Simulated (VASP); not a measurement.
# Ta (R-3m) in VASP: single point with PBEsol

Aim: the single point of Ta with PBEsol.

Program: VASP 6.6.1. These are calculated values, not measurements. Logs are shortened: lines on timing, memory, paths and dates and some standing lists are left out, and cuts for length are marked.

### Step 1. The cell of the first run

The structure is trigonal, space group R-3m (No. 166). Conventional cell: a = 4.600 Å, b = 4.600 Å, c = 2.946 Å, α = 90.00°, β = 90.00°, γ = 120.00°. Ta (site symmetry -3m) has 14 Ta at 2.83 to 3.30 Å within 3.7 Å.

### Step 2. Single point, PBEsol (equal xy, yz and zx shear strains of +3 %)

Contents of INCAR:

```
PREC     = Accurate       # precision mode
ENCUT    = 520            # plane-wave cutoff, eV
EDIFF    = 1E-6           # SCF threshold, eV
ISMEAR   = -1             # smearing method
SIGMA    = 0.08           # smearing width, eV
LREAL    = F              # projectors in reciprocal space
LASPH    = T              # aspherical terms in the spheres
NELM     = 60             # most SCF steps
ALGO     = Normal         # electronic algorithm
ISIF     = 2              # what is computed and relaxed
LWAVE    = F              # write WAVECAR
LCHARG   = F              # write CHGCAR
GGA      = PS             # functional
NBANDS   = 12             # bands
```

Contents of KPOINTS:

```
regular mesh
0
Gamma
  17 17 17
```

Contents of POSCAR:

```
Ta
1.0
   -1.6017416000      1.6512800000      1.6512800000
    1.6512800000     -1.6017416000      1.6512800000
    1.6512800000      1.6512800000     -1.6017416000
Ta
1
Direct
    0.0000000000      0.0000000000      0.0000000000
```

Potentials or basis: VASP PAW PBE potentials, release 64 (Ta_pv).

Started as:

```
$ cat potpaw_PBE.64/Ta_pv/POTCAR > POTCAR
$ mpirun -np 1 vasp_std > vasp.out
```

OUTCAR:

```text
PREC = Accurate
   ENCUT = 520
   EDIFF = 1E-6
   ISMEAR = -1
   LREAL = F
   LASPH = T
   NELM = 60
   ISIF = 2
   GGA = PS

 ion  position               nearest neighbor table
   1  0.000  0.000  0.000-

  LATTYP: Found a trigonal (rhomboedric) cell.
 ALAT       =     2.8317887333
 COS(alpha) =    -0.3196300452

  Lattice vectors:

 A1 = (  -1.6017416000,   1.6512800000,   1.6512800000)
 A2 = (   1.6512800000,  -1.6017416000,   1.6512800000)
 A3 = (   1.6512800000,   1.6512800000,  -1.6017416000)

Analysis of symmetry for initial positions (statically):
=====================================================================
 Subroutine PRICEL returns:
 Original cell was already a primitive cell.

 Routine SETGRP: Setting up the symmetry group for a
 trigonal (rhombohedral) supercell.

 Subroutine GETGRP returns: Found 12 space group operations
 (whereof 12 operations were pure point group operations)
 out of a pool of 12 trial point group operations.

The static configuration has the point symmetry D_3d.

Analysis of symmetry for dynamics (positions and initial velocities):
=====================================================================
 Subroutine PRICEL returns:
 Original cell was already a primitive cell.

 Routine SETGRP: Setting up the symmetry group for a
 trigonal (rhombohedral) supercell.

 Subroutine GETGRP returns: Found 12 space group operations
 (whereof 12 operations were pure point group operations)
 out of a pool of 12 trial point group operations.

The dynamic configuration has the point symmetry D_3d.

 Subroutine INISYM returns: Found 12 space group operations
 (whereof 12 operations are pure point group operations),
 and found     1 'primitive' translations

----------------------------------------------------------------------------------------

                                     Primitive cell

  volume of cell :      17.9983

  direct lattice vectors                    reciprocal lattice vectors
    -1.601741600  1.651280000  1.651280000    -0.008953588  0.298452917  0.298452917
     1.651280000 -1.601741600  1.651280000     0.298452917 -0.008953588  0.298452917
     1.651280000  1.651280000 -1.601741600     0.298452917  0.298452917 -0.008953588

  length of vectors
     2.831788733  2.831788733  2.831788733     0.422171120  0.422171120  0.422171120

  position of ions in fractional coordinates (direct lattice)
     0.000000000  0.000000000  0.000000000

  ion indices of the primitive-cell ions
   primitive index   ion index
                 1           1

----------------------------------------------------------------------------------------

 KPOINTS: regular mesh

Automatic generation of k-mesh.
 Grid dimensions read from file:
 generate k-points for:   17   17   17

 Generating k-lattice:

  Cartesian coordinates                     Fractional coordinates (reciprocal lattice)
    -0.000526682  0.017556054  0.017556054     0.058823529 -0.000000000 -0.000000000
     0.017556054 -0.000526682  0.017556054    -0.000000000  0.058823529 -0.000000000
     0.017556054  0.017556054 -0.000526682    -0.000000000 -0.000000000  0.058823529

  Length of vectors
     0.024833595  0.024833595  0.024833595

  Shift w.r.t. Gamma in fractional coordinates (k-lattice)
     0.000000000  0.000000000  0.000000000

 Subroutine IBZKPT returns following result:
 ===========================================

 Found    489 irreducible k-points:

 Following reciprocal coordinates:
            Coordinates               Weight
  0.000000  0.000000  0.000000      1.000000
  0.058824  0.000000  0.000000      6.000000
  0.117647  0.000000  0.000000      6.000000
  0.176471  0.000000  0.000000      6.000000
  0.235294  0.000000  0.000000      6.000000
  0.294118  0.000000  0.000000      6.000000
[... 16 lines left out ...]
 -0.176471  0.058824 -0.000000     12.000000
 -0.117647  0.058824 -0.000000     12.000000
 [... further k-points ...]
   k-points           NKPTS =    489   k-points in BZ     NKDIM =    489   number of bands    NBANDS=     12
   number of dos      NEDOS =    301   number of ions     NIONS =      1
   total plane-waves  NPLWV =  13824
   dimension x,y,z NGX =    24 NGY =   24 NGZ =   24
   dimension x,y,z NGXF=    48 NGYF=   48 NGZF=   48
   ions per type =               1
   NGX,Y,Z   is equivalent  to a cutoff of  14.09, 14.09, 14.09 a.u.
   NGXF,Y,Z  is equivalent  to a cutoff of  28.18, 28.18, 28.18 a.u.
 SYSTEM =  unknown system
   PREC   = accura    normal or accurate (medium, high low for compatibility)
   ISTART =      0    job   : 0-new  1-cont  2-samecut
   ICHARG =      2    charge: 1-file 2-atom 10-const
   ISPIN  =      1    spin polarized calculation?
   LNONCOLLINEAR =      F non collinear calculations
   LSORBIT =      F    spin-orbit coupling
   LASPH  =      T    aspherical Exc in radial PAW
   ENCUT  =  520.0 eV  38.22 Ry    6.18 a.u.   5.27  5.27  5.27*2*pi/ulx,y,z
   NELM   =     60;   NELMIN=  2; NELMDL= -5     # of ELM steps
   EDIFF  = 0.1E-05   stopping-criterion for ELM
   LREAL  =      F    real-space projection
   EDIFFG = 0.1E-04   stopping-criterion for IOM
   NSW    =      0    number of steps for IOM
   IBRION =     -1    ionic relax: 0-MD 1-quasi-New 2-CG
   NFREE  =      0    steps in history (QN), initial steepest desc. (CG)
   ISIF   =      2    stress and relaxation
   ISYM   =      2    0-nonsym 1-usesym 2-fastsym
   POTIM  = 0.5000    time-step for ionic-motion
   TEBEG  =    0.0;   TEEND  =   0.0 temperature during run
   PSTRESS=    0.0 pullay stress
   NELECT =      11.0000    total number of electrons
   NUPDOWN=      -1.0000    fix difference up-down
   EMIN   =  10.00;   EMAX   =-10.00  energy-range for DOS
   EFERMI =   0.00;   METHOD = LEGACY
   ISMEAR =    -1;   SIGMA  =   0.08  broadening in eV -4-tet -1-fermi 0-gaus
   EFERMI_NEDOS =   21; number of points for ismear=-14 and -15
   IALGO  =     38    algorithm
   IMIX   =      4    mixing-type and parameters
     AMIX     =   0.40;   BMIX     =  1.00
     AMIX_MAG =   1.60;   BMIX_MAG =  1.00
  volume/ion in A,a.u.               =      18.00       121.46
  Fermi-wavevector in a.u.,A,eV,Ry     =   1.389297  2.625391 26.261235  1.930146
  Thomas-Fermi vector in A             =   2.513341
   LORBIT       =      0    0 simple, 1 ext, 2 COOP (PROOUT), +10 PAW based schemes
   GGA     = PS    functional components
   LHFCALC =     F    Hartree Fock is set to
   AEXX    =    0.0000 exact exchange contribution
   IVDW    =     0    specifies the selected vdW correction
   LEPSILON=     F    determine dielectric tensor
   LRPA    =     F    only Hartree local field effects (RPA)
 non-spin polarized calculation
  energy-cutoff  :      520.00
  volume of cell :       18.00
 maximum number of plane-waves:       496
 NGX is ok and might be reduce to    24
   NGX = 11   NGY = 11   NGZ = 11

 number of electron      10.9999999 magnetization

 Free energy of the ion-electron system (eV)
  ---------------------------------------------------
  ext. energy  EPLUGINS =         0.00000000
  ---------------------------------------------------
  free energy    TOTEN  =       -12.55085252 eV

  energy without entropy =      -12.52232616  energy(sigma->0) =      -12.53658934

 E-fermi :   5.3240     XC(G=0): -12.7300

 val. band max:        5.3193653118   @ k =  -0.1765   0.0588  -0.0000
 cond. band min:       5.3267811507   @ k =  -0.4118   0.3529   0.1176
 fundamental gap:      0.0074158388
 Fermi energy:         5.3239892042

 k-point     1 :       0.0000    0.0000    0.0000
  band No.  band energies     occupation
      1     -27.7703      2.00000
      2     -27.6498      2.00000
      3     -27.6498      2.00000
      4      -2.6025      2.00000
      5       5.7689      0.00766
      6       5.7689      0.00766
      7       6.5335      0.00000
      8       9.3775      0.00000
      9       9.3775      0.00000
     10      19.9972      0.00000
     11      20.1063      0.00000
     12      20.1063      0.00000

 k-point     2 :       0.0588    0.0000    0.0000
  band No.  band energies     occupation
      1     -27.7994      2.00000
      2     -27.6742      2.00000
      3     -27.6503      2.00000
      4      -2.4519      2.00000
      5       5.6816      0.02264
      6       5.7819      0.00652
      7       6.6149      0.00000
      8       9.2515      0.00000
      9       9.3815      0.00000
     10      19.9970      0.00000
     11      20.2987      0.00000
     12      20.4909      0.00000

 k-point     3 :       0.1176    0.0000    0.0000
  band No.  band energies     occupation
      1     -27.8981      2.00000
      2     -27.7268      2.00000
      3     -27.6517      2.00000
      4      -2.0174      2.00000
      5       5.4406      0.37768
      6       5.7095      0.01603
      7       6.9422      0.00000
      8       9.0093      0.00000
      9       9.4044      0.00000
     10      19.9963      0.00000
     11      20.7534      0.00000
     12      21.4479      0.00000
[... 286 lines left out ...]
 k-point    23 :      -0.1765    0.0588   -0.0000
  band No.  band energies     occupation
      1     -27.9913      2.00000
      2     -27.7784      2.00000
      3     -27.6663      2.00000
      4      -1.5809      2.00000
      5       5.3194      1.02889
      6       5.6668      0.02718
      7       7.1910      0.00000
      8       8.7255      0.00000
      9       9.4333      0.00000
     10      19.9955      0.00000
     11      20.9761      0.00000
     12      22.1119      0.00000

 k-point    24 :      -0.1176    0.0588   -0.0000
  band No.  band energies     occupation
      1     -27.8362      2.00000
      2     -27.7414      2.00000
      3     -27.6637      2.00000
      4      -2.1393      2.00000
      5       5.6120      0.05316
      6       5.9546      0.00075
      7       6.5820      0.00000
      8       8.9291      0.00000
      9       9.3662      0.00000
     10      19.9966      0.00000
     11      20.5308      0.00000
     12      21.1612      0.00000

 [... further k-points ...]

------------------------ aborting loop because EDIFF is reached ----------------------------------------

  FORCE on cell =-STRESS in cart. coord.  units (eV):
  Direction    XX          YY          ZZ          XY          YZ          ZX
  --------------------------------------------------------------------------------------
  -------------------------------------------------------------------------------------
  Total       -0.3673069     -0.3673069     -0.3673069     -0.2528270     -0.2528270     -0.2528270
  in kB      -32.6969907    -32.6969907    -32.6969907    -22.5061967    -22.5061967    -22.5061967
  external PRESSURE =     -32.6969907 kB  Pullay stress =       0.0000000 kB

 VOLUME and BASIS-vectors are now :
 -----------------------------------------------------------------------------
  energy-cutoff  :      520.00
  volume of cell :       18.00
      direct lattice vectors                 reciprocal lattice vectors
    -1.601741600  1.651280000  1.651280000    -0.008953588  0.298452917  0.298452917
     1.651280000 -1.601741600  1.651280000     0.298452917 -0.008953588  0.298452917
     1.651280000  1.651280000 -1.601741600     0.298452917  0.298452917 -0.008953588

 POSITION                                       TOTAL-FORCE (eV/Angst)
 -----------------------------------------------------------------------------------
      0.00000      0.00000      0.00000         0.000000      0.000000      0.000000
 -----------------------------------------------------------------------------------
    total drift:                               -0.000000      0.000000      0.000000

  FREE ENERGIE OF THE ION-ELECTRON SYSTEM (eV)
  ---------------------------------------------------
  free  energy   TOTEN  =       -12.5508525175 eV

  energy  without entropy=      -12.5223261577  energy(sigma->0) =      -12.53658934
```

It took 44 s on 1 thread of AMD EPYC 9R45 (Zen 5), shared host; peak memory 0.19 GiB.

What came out:

- Free energy: -12.5509 eV
- Pressure: -3.3 GPa
- Band gap on the k mesh: zero (an odd number of electrons rules out a gap without spin polarisation)

Caveat: the cell differs from its parent crystal (equal xy, yz and zx shear strains of +3 %); the cell stands under tension; the PAW data sets were made with another functional, which shifts forces and pressure a little; spin-orbit coupling is left out, which moves the levels of the heavy elements.
